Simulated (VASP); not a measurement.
# TiO2 (P2_1/c) in VASP: further runs

The runs below take TiO2 through single point, with revPBE, PBEsol, PBE.

All numbers are computed with VASP 6.6.1; they aren't measurements. Logs are shortened: lines on timing, memory, paths and dates and some standing lists are left out, and cuts for length are marked.

## (1) The cell of the first run

The structure is monoclinic, space group P2_1/c (No. 14). The conventional cell has a = 4.813 Å, b = 4.872 Å, c = 5.041 Å, α = 90.00°, β = 99.86°, γ = 90.00°. Ti (site symmetry 1) has 7 O at 1.88 to 2.20 Å within 2.5 Å. O (site symmetry 1) has 3 Ti at 1.88 to 2.03 Å and 2 O at 2.41 to 2.43 Å within 2.5 Å. O (site symmetry 1) has 4 Ti at 2.00 to 2.20 Å and 8 O at 2.41 to 2.80 Å within 2.8 Å.

## (2) Single point, revPBE

INCAR

```
SYSTEM = TiO2
PREC     = Accurate       ! precision mode
ENCUT    = 520            ! plane-wave cutoff, eV
EDIFF    = 1E-7           ! SCF threshold, eV
ISMEAR   = -1             ! smearing method
SIGMA    = 0.05           ! smearing width, eV
LREAL    = .False.        ! projectors in reciprocal space
LASPH    = .True.         ! aspherical terms in the spheres
NELM     = 80             ! most SCF steps
ALGO     = Normal         ! electronic algorithm
ISIF     = 2              ! what is computed and relaxed
LWAVE    = .False.        ! write WAVECAR
LCHARG   = .False.        ! write CHGCAR
GGA      = RE             ! functional
NBANDS   = 60             ! bands
```

KPOINTS

```
regular mesh
0
Gamma
  6 6 6
  0 0 0
```

POSCAR

```
TiO2
1.0
    4.8126997814      0.0000000000      0.0000000000
    0.0000000000      4.8718844600      0.0000000000
   -0.8628854487      0.0000000000      4.9665942755
Ti O
4 8
Direct
    0.2774352600      0.0528083600      0.2131482700
    0.7225647400      0.5528083600      0.2868517300
    0.7225647400      0.9471916400      0.7868517300
    0.2774352600      0.4471916400      0.7131482700
    0.0638382200      0.1769655200      0.8515567400
    0.9361617800      0.6769655200      0.6484432600
    0.9361617800      0.8230344800      0.1484432600
    0.0638382200      0.3230344800      0.3515567400
    0.4453609900      0.7576317400      0.4667718600
    0.5546390100      0.2576317400      0.0332281400
    0.5546390100      0.2423682600      0.5332281400
    0.4453609900      0.7423682600      0.9667718600
```

Potentials or basis: VASP PAW PBE potentials, release 64 (Ti_sv, O).

Launch:

```bash
cat potpaw_PBE.64/Ti_sv/POTCAR potpaw_PBE.64/O/POTCAR > POTCAR
mpirun -np 1 vasp_std > vasp.out
```

OUTCAR:

```text
SYSTEM = TiO2
   PREC = Accurate
   ENCUT = 520
   EDIFF = 1E-7
   ISMEAR = -1
   LREAL = .False.
   LASPH = .True.
   NELM = 80
   ISIF = 2
   GGA = RE

 ion  position               nearest neighbor table
   1  0.277  0.053  0.213-   8 1.88   7 1.97   9 2.00  10 2.00   5 2.03  11 2.12  12 2.20
   2  0.723  0.553  0.287-   7 1.88   8 1.97  10 2.00   9 2.00   6 2.03  12 2.12  11 2.20
   3  0.723  0.947  0.787-   6 1.88   5 1.97  11 2.00  12 2.00   7 2.03   9 2.12  10 2.20
   4  0.277  0.447  0.713-   5 1.88   6 1.97  12 2.00  11 2.00   8 2.03  10 2.12   9 2.20
   5  0.064  0.177  0.852-   4 1.88   3 1.97   1 2.03
   6  0.936  0.677  0.648-   3 1.88   4 1.97   2 2.03
   7  0.936  0.823  0.148-   2 1.88   1 1.97   3 2.03
   8  0.064  0.323  0.352-   1 1.88   2 1.97   4 2.03
   9  0.445  0.758  0.467-   1 2.00   2 2.00   3 2.12   4 2.20
  10  0.555  0.258  0.033-   2 2.00   1 2.00   4 2.12   3 2.20
  11  0.555  0.242  0.533-   3 2.00   4 2.00   1 2.12   2 2.20
  12  0.445  0.742  0.967-   4 2.00   3 2.00   2 2.12   1 2.20

  LATTYP: Found a simple monoclinic cell.
 ALAT       =     4.8126997814
 B/A-ratio  =     1.0122976045
 C/A-ratio  =     1.0474359860
 COS(beta)  =    -0.1711736391

  Lattice vectors:

 A1 = (   4.8126997814,   0.0000000000,   0.0000000000)
 A2 = (   0.0000000000,   4.8718844600,   0.0000000000)
 A3 = (  -0.8628854487,   0.0000000000,   4.9665942755)

Analysis of symmetry for initial positions (statically):
=====================================================================
 Subroutine PRICEL returns:
 Original cell was already a primitive cell.

 Routine SETGRP: Setting up the symmetry group for a
 simple monoclinic supercell.

 Subroutine GETGRP returns: Found  4 space group operations
 (whereof  2 operations were pure point group operations)
 out of a pool of  4 trial point group operations.

The static configuration has the point symmetry S_2 .
 The point group associated with its full space group is C_2h.

Analysis of symmetry for dynamics (positions and initial velocities):
=====================================================================
 Subroutine PRICEL returns:
 Original cell was already a primitive cell.

 Routine SETGRP: Setting up the symmetry group for a
 simple monoclinic supercell.

 Subroutine GETGRP returns: Found  4 space group operations
 (whereof  2 operations were pure point group operations)
 out of a pool of  4 trial point group operations.

The dynamic configuration has the point symmetry S_2 .
 The point group associated with its full space group is C_2h.

 Subroutine INISYM returns: Found  4 space group operations
 (whereof  2 operations are pure point group operations),
 and found     1 'primitive' translations

----------------------------------------------------------------------------------------

                                     Primitive cell

  volume of cell :     116.4513

  direct lattice vectors                    reciprocal lattice vectors
     4.812699781  0.000000000  0.000000000     0.207783582  0.000000000  0.036099874
     0.000000000  4.871884460  0.000000000     0.000000000  0.205259383  0.000000000
    -0.862885449  0.000000000  4.966594276     0.000000000  0.000000000  0.201345217

  length of vectors
     4.812699781  4.871884460  5.040994941     0.210896225  0.205259383  0.201345217

  position of ions in fractional coordinates (direct lattice)
     0.277435260  0.052808360  0.213148270
     0.722564740  0.552808360  0.286851730
     0.722564740  0.947191640  0.786851730
     0.277435260  0.447191640  0.713148270
     0.063838220  0.176965520  0.851556740
     0.936161780  0.676965520  0.648443260
     0.936161780  0.823034480  0.148443260
     0.063838220  0.323034480  0.351556740
     0.445360990  0.757631740  0.466771860
     0.554639010  0.257631740  0.033228140
     0.554639010  0.242368260  0.533228140
     0.445360990  0.742368260  0.966771860

  ion indices of the primitive-cell ions
   primitive index   ion index
                 1           1
                 2           2
                 3           3
                 4           4
                 5           5
                 6           6
                 7           7
                 8           8
                 9           9
                10          10
                11          11
                12          12

----------------------------------------------------------------------------------------

 KPOINTS: regular mesh

Automatic generation of k-mesh.
 Grid dimensions read from file:
 generate k-points for:    6    6    6

 Generating k-lattice:

  Cartesian coordinates                     Fractional coordinates (reciprocal lattice)
     0.034630597  0.000000000  0.006016646     0.166666667  0.000000000  0.000000000
     0.000000000  0.034209897  0.000000000     0.000000000  0.166666667  0.000000000
     0.000000000  0.000000000  0.033557536     0.000000000  0.000000000  0.166666667

  Length of vectors
     0.035149371  0.034209897  0.033557536

  Shift w.r.t. Gamma in fractional coordinates (k-lattice)
     0.000000000  0.000000000  0.000000000

 Subroutine IBZKPT returns following result:
 ===========================================

 Found     80 irreducible k-points:

 Following reciprocal coordinates:
            Coordinates               Weight
  0.000000  0.000000  0.000000      1.000000
  0.166667  0.000000 -0.000000      2.000000
  0.333333  0.000000 -0.000000      2.000000
  0.500000  0.000000 -0.000000      1.000000
  0.000000  0.166667  0.000000      2.000000
  0.166667  0.166667 -0.000000      4.000000
[... 16 lines left out ...]
  0.000000  0.166667  0.166667      4.000000
  0.166667  0.166667  0.166667      4.000000
 [... further k-points ...]
   k-points           NKPTS =     80   k-points in BZ     NKDIM =     80   number of bands    NBANDS=     60
   number of dos      NEDOS =    301   number of ions     NIONS =     12
   total plane-waves  NPLWV =  51840
   dimension x,y,z NGX =    36 NGY =   36 NGZ =   40
   dimension x,y,z NGXF=    72 NGYF=   72 NGZF=   80
   ions per type =               4   8
   NGX,Y,Z   is equivalent  to a cutoff of  12.44, 12.28, 13.19 a.u.
   NGXF,Y,Z  is equivalent  to a cutoff of  24.87, 24.57, 26.38 a.u.
 SYSTEM =  TiO2
   PREC   = accura    normal or accurate (medium, high low for compatibility)
   ISTART =      0    job   : 0-new  1-cont  2-samecut
   ICHARG =      2    charge: 1-file 2-atom 10-const
   ISPIN  =      1    spin polarized calculation?
   LNONCOLLINEAR =      F non collinear calculations
   LSORBIT =      F    spin-orbit coupling
   LASPH  =      T    aspherical Exc in radial PAW
   ENCUT  =  520.0 eV  38.22 Ry    6.18 a.u.   8.95  9.06  9.37*2*pi/ulx,y,z
   NELM   =     80;   NELMIN=  2; NELMDL= -5     # of ELM steps
   EDIFF  = 0.1E-06   stopping-criterion for ELM
   LREAL  =      F    real-space projection
   EDIFFG = 0.1E-05   stopping-criterion for IOM
   NSW    =      0    number of steps for IOM
   IBRION =     -1    ionic relax: 0-MD 1-quasi-New 2-CG
   NFREE  =      0    steps in history (QN), initial steepest desc. (CG)
   ISIF   =      2    stress and relaxation
   ISYM   =      2    0-nonsym 1-usesym 2-fastsym
   POTIM  = 0.5000    time-step for ionic-motion
   TEBEG  =    0.0;   TEEND  =   0.0 temperature during run
   PSTRESS=    0.0 pullay stress
   NELECT =      96.0000    total number of electrons
   NUPDOWN=      -1.0000    fix difference up-down
   EMIN   =  10.00;   EMAX   =-10.00  energy-range for DOS
   EFERMI =   0.00;   METHOD = LEGACY
   ISMEAR =    -1;   SIGMA  =   0.05  broadening in eV -4-tet -1-fermi 0-gaus
   EFERMI_NEDOS =   21; number of points for ismear=-14 and -15
   IALGO  =     38    algorithm
   IMIX   =      4    mixing-type and parameters
     AMIX     =   0.40;   BMIX     =  1.00
     AMIX_MAG =   1.60;   BMIX_MAG =  1.00
  volume/ion in A,a.u.               =       9.70        65.49
  Fermi-wavevector in a.u.,A,eV,Ry     =   1.535031  2.900788 32.059674  2.356320
  Thomas-Fermi vector in A             =   2.641876
   LORBIT       =      0    0 simple, 1 ext, 2 COOP (PROOUT), +10 PAW based schemes
   GGA     = RE    functional components
   LHFCALC =     F    Hartree Fock is set to
   AEXX    =    0.0000 exact exchange contribution
   IVDW    =     0    specifies the selected vdW correction
   LEPSILON=     F    determine dielectric tensor
   LRPA    =     F    only Hartree local field effects (RPA)
 non-spin polarized calculation
  energy-cutoff  :      520.00
  volume of cell :      116.45
 maximum number of plane-waves:      3172
   NGX = 17   NGY = 19   NGZ = 19

 number of electron      95.9999990 magnetization

 Free energy of the ion-electron system (eV)
  ---------------------------------------------------
  ext. energy  EPLUGINS =         0.00000000
  ---------------------------------------------------
  free energy    TOTEN  =      -102.41077963 eV

  energy without entropy =     -102.41077963  energy(sigma->0) =     -102.41077963

 E-fermi :   6.8796     XC(G=0): -11.6803

 val. band max:        5.7716937518   @ k =   0.0000   0.0000   0.0000
 cond. band min:       8.0808333749   @ k =   0.5000   0.0000  -0.0000
 fundamental gap:      2.3091396231
 Fermi energy:         6.8795662431

 k-point     1 :       0.0000    0.0000    0.0000
  band No.  band energies     occupation
      1     -51.0194      2.00000
      2     -50.9837      2.00000
      3     -50.9827      2.00000
      4     -50.9811      2.00000
      5     -27.3913      2.00000
      6     -27.3675      2.00000
[... 52 lines left out ...]
     59      10.3567      0.00000
     60      10.3785      0.00000

 k-point     2 :       0.1667    0.0000   -0.0000
  band No.  band energies     occupation
      1     -51.0173      2.00000
      2     -50.9859      2.00000
      3     -50.9845      2.00000
      4     -50.9793      2.00000
      5     -27.3756      2.00000
      6     -27.3663      2.00000
[... 1383 lines left out ...]
      4     -50.9790      2.00000
      5     -27.3508      2.00000
      6     -27.3368      2.00000
[... 52 lines left out ...]
     59      10.2142      0.00000
     60      10.3583      0.00000

 [... further k-points ...]

------------------------ aborting loop because EDIFF is reached ----------------------------------------

  FORCE on cell =-STRESS in cart. coord.  units (eV):
  Direction    XX          YY          ZZ          XY          YZ          ZX
  --------------------------------------------------------------------------------------
  -------------------------------------------------------------------------------------
  Total        6.3727743      6.4772486      6.4880277      0.0000000      0.0000000      0.1406189
  in kB       87.6788172     89.1162111     89.2645135      0.0000000      0.0000000      1.9346828
  external PRESSURE =      88.6865139 kB  Pullay stress =       0.0000000 kB

 VOLUME and BASIS-vectors are now :
 -----------------------------------------------------------------------------
  energy-cutoff  :      520.00
  volume of cell :      116.45
      direct lattice vectors                 reciprocal lattice vectors
     4.812699781  0.000000000  0.000000000     0.207783582  0.000000000  0.036099874
     0.000000000  4.871884460  0.000000000     0.000000000  0.205259383  0.000000000
    -0.862885449  0.000000000  4.966594276     0.000000000  0.000000000  0.201345217

 POSITION                                       TOTAL-FORCE (eV/Angst)
 -----------------------------------------------------------------------------------
      1.15129      0.25728      1.05862         0.034462      0.053986      0.093168
      3.22997      2.69322      1.42468        -0.034462      0.053986     -0.093168
      2.79852      4.61461      3.90797        -0.034462     -0.053986     -0.093168
      0.71985      2.17867      3.54192         0.034462     -0.053986      0.093168
     -0.42756      0.86216      4.22934        -0.030417      0.027046     -0.090112
      3.94593      3.29810      3.22055         0.030417      0.027046      0.090112
      4.37738      4.00973      0.73726         0.030417     -0.027046      0.090112
      0.00388      1.57379      1.74604        -0.030417     -0.027046     -0.090112
      1.74062      3.69109      2.31827        -0.083224      0.006908      0.001242
      2.64064      1.25515      0.16503         0.083224      0.006908     -0.001242
      2.20920      1.18079      2.64833         0.083224     -0.006908     -0.001242
      1.30918      3.61673      4.80156        -0.083224     -0.006908      0.001242
 -----------------------------------------------------------------------------------
    total drift:                               -0.000000      0.000000      0.000000

  FREE ENERGIE OF THE ION-ELECTRON SYSTEM (eV)
  ---------------------------------------------------
  free  energy   TOTEN  =      -102.4107796299 eV

  energy  without entropy=     -102.4107796298  energy(sigma->0) =     -102.41077963
```

Run time: 19 min. Hardware: 1 thread of Intel Xeon 8259CL, shared host; peak memory 0.49 GiB.

Results:

* Free energy: -102.4108 eV
* Pressure: 8.9 GPa
* Largest force: 0.113 eV/Å
* Band gap on the k mesh: 2.31 eV (least direct gap 2.38 eV)

Forces in eV/Å, atoms in the order of the input:
```
Ti   0.034  0.054  0.093
Ti  -0.034  0.054 -0.093
Ti  -0.034 -0.054 -0.093
Ti   0.034 -0.054  0.093
O   -0.030  0.027 -0.090
O    0.030  0.027  0.090
O    0.030 -0.027  0.090
O   -0.030 -0.027 -0.090
O   -0.083  0.007  0.001
O    0.083  0.007 -0.001
O    0.083 -0.007 -0.001
O   -0.083 -0.007  0.001
```

Caveat: the cell stands under pressure; the PAW data sets were made with another functional, which shifts forces and pressure a little. A k mesh can miss the band edges.

(Part 1 of 2 ends here.)
